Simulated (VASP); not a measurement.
# ZnS (P6_3mc) in VASP: a series of runs, part 2 of 2

VASP 6.6.1.

### Step 3. Single point, PBE (17.76 Å³/atom)

The input, INCAR:

```
ALGO = Normal
EDIFF = 1E-6
ENCUT = 520
GGA = PE
ISIF = 2
ISMEAR = 0
LASPH = T
LCHARG = F
LREAL = F
LWAVE = F
NBANDS = 26
NELM = 80
PREC = Accurate
SIGMA = 0.05
```

The input, KPOINTS:

```
k-points
0
Gamma
  9 9 6
```

The input, POSCAR:

```
ZnS
1.0
    3.5750203452      0.0000000000      0.0000000000
   -1.7875101726      3.0960584380      0.0000000000
    0.0000000000      0.0000000000      6.4185915278
Zn S
2 2
Direct
    0.3333333333      0.6666666667      0.0052003725
    0.6666666667      0.3333333333      0.5052003725
    0.3333333333      0.6666666667      0.3797996275
    0.6666666667      0.3333333333      0.8797996275
```

Potentials or basis: VASP PAW PBE potentials, release 64 (Zn, S).

On the command line:

```sh
$ cat potpaw_PBE.64/Zn/POTCAR potpaw_PBE.64/S/POTCAR > POTCAR
$ mpirun -np 1 vasp_std > vasp.out
```

OUTCAR:

```text
EDIFF = 1E-6
   ENCUT = 520
   GGA = PE
   ISIF = 2
   ISMEAR = 0
   LASPH = T
   LREAL = F
   NELM = 80
   PREC = Accurate

 ion  position               nearest neighbor table
   1  0.333  0.667  0.005-   4 2.22   4 2.22   4 2.22   3 2.40
   2  0.667  0.333  0.505-   3 2.22   3 2.22   3 2.22   4 2.40
   3  0.333  0.667  0.380-   2 2.22   2 2.22   2 2.22   1 2.40
   4  0.667  0.333  0.880-   1 2.22   1 2.22   1 2.22   2 2.40

  LATTYP: Found a hexagonal cell.
 ALAT       =     3.5750203452
 C/A-ratio  =     1.7954000000

  Lattice vectors:

 A1 = (   3.5750203452,   0.0000000000,   0.0000000000)
 A2 = (  -1.7875101726,   3.0960584380,   0.0000000000)
 A3 = (   0.0000000000,   0.0000000000,   6.4185915278)

Analysis of symmetry for initial positions (statically):
=====================================================================
 Subroutine PRICEL returns:
 Original cell was already a primitive cell.

 Routine SETGRP: Setting up the symmetry group for a
 hexagonal supercell.

 Subroutine GETGRP returns: Found 12 space group operations
 (whereof  6 operations were pure point group operations)
 out of a pool of 24 trial point group operations.

The static configuration has the point symmetry C_3v.
 The point group associated with its full space group is C_6v.

Analysis of symmetry for dynamics (positions and initial velocities):
=====================================================================
 Subroutine PRICEL returns:
 Original cell was already a primitive cell.

 Routine SETGRP: Setting up the symmetry group for a
 hexagonal supercell.

 Subroutine GETGRP returns: Found 12 space group operations
 (whereof  6 operations were pure point group operations)
 out of a pool of 24 trial point group operations.

The dynamic configuration has the point symmetry C_3v.
 The point group associated with its full space group is C_6v.

 Subroutine INISYM returns: Found 12 space group operations
 (whereof  6 operations are pure point group operations),
 and found     1 'primitive' translations

----------------------------------------------------------------------------------------

                                     Primitive cell

  volume of cell :      71.0440

  direct lattice vectors                    reciprocal lattice vectors
     3.575020345  0.000000000  0.000000000     0.279718688  0.161495660  0.000000000
    -1.787510173  3.096058438  0.000000000     0.000000000  0.322991319  0.000000000
     0.000000000  0.000000000  6.418591528     0.000000000  0.000000000  0.155797420

  length of vectors
     3.575020345  3.575020345  6.418591528     0.322991319  0.322991319  0.155797420

  position of ions in fractional coordinates (direct lattice)
     0.333333333  0.666666667  0.005200372
     0.666666667  0.333333333  0.505200372
     0.333333333  0.666666667  0.379799627
     0.666666667  0.333333333  0.879799627

  ion indices of the primitive-cell ions
   primitive index   ion index
                 1           1
                 2           2
                 3           3
                 4           4

----------------------------------------------------------------------------------------

 KPOINTS: k-points

Automatic generation of k-mesh.
 Grid dimensions read from file:
 generate k-points for:    9    9    6

 Generating k-lattice:

  Cartesian coordinates                     Fractional coordinates (reciprocal lattice)
     0.031079854  0.017943962  0.000000000     0.111111111 -0.000000000  0.000000000
     0.000000000  0.035887924  0.000000000     0.000000000  0.111111111  0.000000000
     0.000000000  0.000000000  0.025966237     0.000000000  0.000000000  0.166666667

  Length of vectors
     0.035887924  0.035887924  0.025966237

  Shift w.r.t. Gamma in fractional coordinates (k-lattice)
     0.000000000  0.000000000  0.000000000

 Subroutine IBZKPT returns following result:
 ===========================================

 Found     48 irreducible k-points:

 Following reciprocal coordinates:
            Coordinates               Weight
  0.000000  0.000000  0.000000      1.000000
  0.111111 -0.000000  0.000000      6.000000
  0.222222  0.000000  0.000000      6.000000
  0.333333  0.000000  0.000000      6.000000
  0.444444  0.000000  0.000000      6.000000
  0.111111  0.111111  0.000000      6.000000
[... 16 lines left out ...]
  0.333333  0.222222  0.166667     24.000000
  0.333333  0.333333  0.166667      4.000000
 [... further k-points ...]
   k-points           NKPTS =     48   k-points in BZ     NKDIM =     48   number of bands    NBANDS=     26
   number of dos      NEDOS =    301   number of ions     NIONS =      4
   total plane-waves  NPLWV =  37632
   dimension x,y,z NGX =    28 NGY =   28 NGZ =   48
   dimension x,y,z NGXF=    56 NGYF=   56 NGZF=   96
   ions per type =               2   2
   NGX,Y,Z   is equivalent  to a cutoff of  13.02, 13.02, 12.43 a.u.
   NGXF,Y,Z  is equivalent  to a cutoff of  26.04, 26.04, 24.86 a.u.
 SYSTEM =  unknown system
   PREC   = accura    normal or accurate (medium, high low for compatibility)
   ISTART =      0    job   : 0-new  1-cont  2-samecut
   ICHARG =      2    charge: 1-file 2-atom 10-const
   ISPIN  =      1    spin polarized calculation?
   LNONCOLLINEAR =      F non collinear calculations
   LSORBIT =      F    spin-orbit coupling
   LASPH  =      T    aspherical Exc in radial PAW
   ENCUT  =  520.0 eV  38.22 Ry    6.18 a.u.   6.65  6.65 11.93*2*pi/ulx,y,z
   NELM   =     80;   NELMIN=  2; NELMDL= -5     # of ELM steps
   EDIFF  = 0.1E-05   stopping-criterion for ELM
   LREAL  =      F    real-space projection
   EDIFFG = 0.1E-04   stopping-criterion for IOM
   NSW    =      0    number of steps for IOM
   IBRION =     -1    ionic relax: 0-MD 1-quasi-New 2-CG
   NFREE  =      0    steps in history (QN), initial steepest desc. (CG)
   ISIF   =      2    stress and relaxation
   ISYM   =      2    0-nonsym 1-usesym 2-fastsym
   POTIM  = 0.5000    time-step for ionic-motion
   TEBEG  =    0.0;   TEEND  =   0.0 temperature during run
   PSTRESS=    0.0 pullay stress
   NELECT =      36.0000    total number of electrons
   NUPDOWN=      -1.0000    fix difference up-down
   EMIN   =  10.00;   EMAX   =-10.00  energy-range for DOS
   EFERMI =   0.00;   METHOD = LEGACY
   ISMEAR =     0;   SIGMA  =   0.05  broadening in eV -4-tet -1-fermi 0-gaus
   EFERMI_NEDOS =   21; number of points for ismear=-14 and -15
   IALGO  =     38    algorithm
   IMIX   =      4    mixing-type and parameters
     AMIX     =   0.40;   BMIX     =  1.00
     AMIX_MAG =   1.60;   BMIX_MAG =  1.00
  volume/ion in A,a.u.               =      17.76       119.86
  Fermi-wavevector in a.u.,A,eV,Ry     =   1.305168  2.466411 23.177040  1.703464
  Thomas-Fermi vector in A             =   2.436055
   LORBIT       =      0    0 simple, 1 ext, 2 COOP (PROOUT), +10 PAW based schemes
   GGA     = PE    functional components
   LHFCALC =     F    Hartree Fock is set to
   AEXX    =    0.0000 exact exchange contribution
   IVDW    =     0    specifies the selected vdW correction
   LEPSILON=     F    determine dielectric tensor
   LRPA    =     F    only Hartree local field effects (RPA)
 non-spin polarized calculation
 Gauss-broadening in eV      SIGMA  =   0.05
  energy-cutoff  :      520.00
  volume of cell :       71.04
 maximum number of plane-waves:      1944
 NGX is ok and might be reduce to    28
   NGX = 13   NGY = 13   NGZ = 23

 number of electron      35.9999970 magnetization

 Free energy of the ion-electron system (eV)
  ---------------------------------------------------
  ext. energy  EPLUGINS =         0.00000000
  ---------------------------------------------------
  free energy    TOTEN  =       -13.13767851 eV

  energy without entropy =      -13.13767851  energy(sigma->0) =      -13.13767851

 E-fermi :   3.6122     XC(G=0): -10.1295

 val. band max:        3.3291695059   @ k =   0.0000   0.0000   0.0000
 cond. band min:       5.5397609890   @ k =   0.0000   0.0000   0.0000
 fundamental gap:      2.2105914831
 Fermi energy:         3.6121773622

 k-point     1 :       0.0000    0.0000    0.0000
  band No.  band energies     occupation
      1     -10.8107      2.00000
      2      -9.9162      2.00000
      3      -3.7012      2.00000
      4      -3.7012      2.00000
      5      -3.6488      2.00000
      6      -3.6307      2.00000
[... 18 lines left out ...]
     25      11.0483      0.00000
     26      12.2858      0.00000
[... 644 lines left out ...]
      4      -3.3855      2.00000
      5      -3.3621      2.00000
      6      -3.3621      2.00000
[... 18 lines left out ...]
     25      13.3947      0.00000
     26      13.3958      0.00000

 [... further k-points ...]
[... 5 lines left out ...]
  --------------------------------------------------------------------------------------
  -------------------------------------------------------------------------------------
  Total        8.2416015      8.2416015      0.9633270      0.0000000      0.0000000      0.0000000
  in kB      185.8637894    185.8637894     21.7248565      0.0000000      0.0000000      0.0000000
  external PRESSURE =     131.1508118 kB  Pullay stress =       0.0000000 kB

 VOLUME and BASIS-vectors are now :
 -----------------------------------------------------------------------------
  energy-cutoff  :      520.00
  volume of cell :       71.04
      direct lattice vectors                 reciprocal lattice vectors
     3.575020345  0.000000000  0.000000000     0.279718688  0.161495660  0.000000000
    -1.787510173  3.096058438  0.000000000     0.000000000  0.322991319  0.000000000
     0.000000000  0.000000000  6.418591528     0.000000000  0.000000000  0.155797420

 POSITION                                       TOTAL-FORCE (eV/Angst)
 -----------------------------------------------------------------------------------
     -0.00000      2.06404      0.03338        -0.000000      0.000000      0.844554
      1.78751      1.03202      3.24267         0.000000     -0.000000      0.844554
     -0.00000      2.06404      2.43778        -0.000000      0.000000     -0.844554
      1.78751      1.03202      5.64707         0.000000     -0.000000     -0.844554
 -----------------------------------------------------------------------------------
    total drift:                               -0.000000     -0.000000      0.000193

  FREE ENERGIE OF THE ION-ELECTRON SYSTEM (eV)
  ---------------------------------------------------
  free  energy   TOTEN  =       -13.1376785071 eV

  energy  without entropy=      -13.1376785071  energy(sigma->0) =      -13.13767851
```

OSZICAR:

```text
N       E                     dE             d eps       ncg     rms          rms(c)
DAV:   1     0.252285420507E+03    0.25229E+03   -0.17403E+04  2496   0.174E+03
DAV:   2     0.111638344516E+02   -0.24112E+03   -0.22985E+03  2594   0.360E+02
DAV:   3    -0.134646422890E+02   -0.24628E+02   -0.24390E+02  2964   0.115E+02
DAV:   4    -0.140560055616E+02   -0.59136E+00   -0.59009E+00  2940   0.178E+01
DAV:   5    -0.140649220510E+02   -0.89165E-02   -0.89143E-02  3024   0.219E+00    0.123E+01
DAV:   6    -0.131566323441E+02    0.90829E+00   -0.17296E+00  3648   0.402E+01    0.918E+00
DAV:   7    -0.131523632371E+02    0.42691E-02   -0.16410E+00  2634   0.769E+00    0.366E+00
DAV:   8    -0.131392120882E+02    0.13151E-01   -0.45366E-02  2856   0.143E+00    0.119E+00
DAV:   9    -0.131374092353E+02    0.18029E-02   -0.17269E-02  3082   0.108E+00    0.279E-01
DAV:  10    -0.131375088433E+02   -0.99608E-04   -0.74306E-04  2986   0.357E-01    0.119E-01
DAV:  11    -0.131376772314E+02   -0.16839E-03   -0.23624E-04  2624   0.185E-01    0.673E-02
DAV:  12    -0.131376755465E+02    0.16849E-05   -0.46073E-05  3156   0.126E-01    0.909E-03
DAV:  13    -0.131376767331E+02   -0.11867E-05   -0.63342E-06  2726   0.180E-02    0.111E-02
DAV:  14    -0.131376787959E+02   -0.20628E-05   -0.36954E-06  2388   0.154E-02    0.650E-03
DAV:  15    -0.131376785071E+02    0.28877E-06   -0.10583E-06  1638   0.226E-02
   1 F= -.13137679E+02 E0= -.13137679E+02  d E =-.141608E-17
```

stdout:

```text
POSCAR found type information on POSCAR ZnS
 POSCAR found :  2 types and       4 ions
 scaLAPACK will be used
 LDA part: xc-table for (Slater+PW92), standard interpolation
 POSCAR, INCAR and KPOINTS ok, starting setup
 FFT: planning ... GRIDC
 FFT: planning ... GRID_SOFT
 FFT: planning ... GRID
 WAVECAR not read
 entering main loop
```

It took 1.7 min on 1 thread of Intel Xeon 8259CL, shared host; peak memory 0.23 GiB.

What came out:

```
Free energy            : -13.1377 eV
Pressure               : 13.1 GPa
Largest force          : 0.845 eV/Å
Band gap on the k mesh : 2.21 eV
```

Forces in eV/Å, atoms in the order of the input:
```
Zn   0.000  0.000  0.845
Zn   0.000  0.000  0.845
S    0.000  0.000 -0.845
S    0.000  0.000 -0.845
```

Stress tensor (GPa, compression positive):
```
18.59  0.00  0.00
 0.00 18.59  0.00
 0.00  0.00  2.17
```

Caveat: the cell stands under pressure.

### Step 4. Single point, PBE (18.97 Å³/atom)

This run uses another cell than the first one, of 18.97 Å³/atom.

The input, INCAR:

```
SYSTEM = ZnS
ALGO = Normal ; EDIFF = 1E-7
ENCUT = 520 ; GGA = PE
ISIF = 2 ; ISMEAR = 0
LASPH = .TRUE. ; LCHARG = .TRUE.
LELF = .TRUE. ; LREAL = .FALSE.
LVHAR = .TRUE. ; LWAVE = .FALSE.
NBANDS = 26 ; NELM = 100
PREC = Accurate ; SIGMA = 0.05
```

The input, KPOINTS:

```
k-points
0
G
  9 9 6
  0 0 0
```

The input, POSCAR:

```
ZnS
1.0
    3.7670515448      0.0000000000      0.0000000000
   -1.8835257724      3.2623623352      0.0000000000
    0.0000000000      0.0000000000      6.1750339570
Zn S
2 2
Direct
    0.3333333333      0.6666666667      0.0052003725
    0.6666666667      0.3333333333      0.5052003725
    0.3333333333      0.6666666667      0.3797996275
    0.6666666667      0.3333333333      0.8797996275
```

On the command line:

```sh
$ cat potpaw_PBE.64/Zn/POTCAR potpaw_PBE.64/S/POTCAR > POTCAR
$ mpirun -np 1 vasp_std > vasp.out
```

Run time: 1.7 min. Hardware: 1 thread of Intel Xeon 8259CL, shared host; peak memory 0.23 GiB.

The run converged. Its results:

| Item | Value |
| --- | --- |
| Free energy | -13.6174 eV |
| Pressure | 5.1 GPa |
| Largest force | 0.014 eV/Å |
| Band gap on the k mesh | 2.37 eV |

Forces in eV/Å, atoms in the order of the input:
```
Zn   0.000  0.000  0.014
Zn   0.000  0.000  0.014
S    0.000  0.000 -0.014
S    0.000  0.000 -0.014
```

Stress tensor (GPa, compression positive):
```
5.06 0.00 0.00
0.00 5.06 0.00
0.00 0.00 5.19
```

Levels at points of the mesh, in eV from the valence-band top:
```
           k point  band 14  band 15  band 16  band 17  band 18  band 19  band 20  band 21  band 22  band 23
(0.00, 0.00, 0.00)    -0.95    -0.95    -0.08     0.00     0.00     2.37     3.16     6.28     6.28     6.56
(0.00, 0.00, 0.50)    -2.95    -0.50    -0.50    -0.50    -0.50     3.66     3.66     6.75     6.75     6.75
```

Caveat: the cell stands under pressure.

### Step 5. Overview

| cell | gap on the mesh (eV) | pressure (GPa) | largest force (eV/Å) |
| --- | --- | --- | --- |
| a = 3.799, b = 3.799, c = 5.685 Å, angles 90.0, 90.0, 120.0°, 4 atoms | 2.48 | 13.6 | 1.34 |
| a = 3.575, b = 3.575, c = 6.419 Å, angles 90.0, 90.0, 120.0°, 4 atoms | 2.21 | 13.1 | 0.84 |
| a = 3.767, b = 3.767, c = 6.175 Å, angles 90.0, 90.0, 120.0°, 4 atoms | 2.37 | 5.1 | 0.01 |

Alike in all rows: task single point; level PBE; potentials or basis VASP PAW PBE potentials, release 64 (Zn, S); no spin polarisation; k mesh 9 × 9 × 6; cutoff (eV) 520; smearing gaussian 0.05 eV.

Caveats: the cell stands under pressure; an odd mesh through Γ misses points on the zone boundary, where band edges can lie (at least some runs); forces of over 1 eV/Å act on the atoms, so gaps and moduli don't describe the material at rest (at least some runs).

Total energies depend on the potentials used, so only differences within one code and one set of settings carry meaning.
